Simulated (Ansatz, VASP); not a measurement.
## Ti: VASP beside Ansatz

```
Ti
1.0
    -1.57536    1.57536    1.70664
     1.57536   -1.57536    1.70664
     1.57536    1.57536   -1.70664
Ti
1
Direct
  0.00000 0.00000 0.00000
```

Change from the starting cell: strain -0.040 along x and y, +0.040 along z, atoms carried along.

Alike in both runs: task single point; functional PBE; k mesh 14 × 14 × 14; occupations gaussian, width 0.15 eV; no spin polarisation.

|  | VASP | Ansatz |
| --- | --- | --- |
| version | VASP 6.6.1 | Ansatz 0.2.0 |
| potentials or method | VASP PAW PBE potentials, release 64 (Ti_sv), cutoff 500 eV | scalar-relativistic, plane waves, PAW |
| valence electrons in the cell | 12 | 12 |

```csv
,VASP,Ansatz,Ansatz less VASP
gap on the k mesh at the Fermi level (eV),none,none,-
pressure (GPa),1.9,2.2,+0.32
"traceless stress, the component that is largest in VASP (GPa)",1.13,1.12,-0.007
```

A gap of «none» marks a metal or a gap that the smearing closes. With one functional, cell and mesh, what is left measures potentials, basis and numerics.
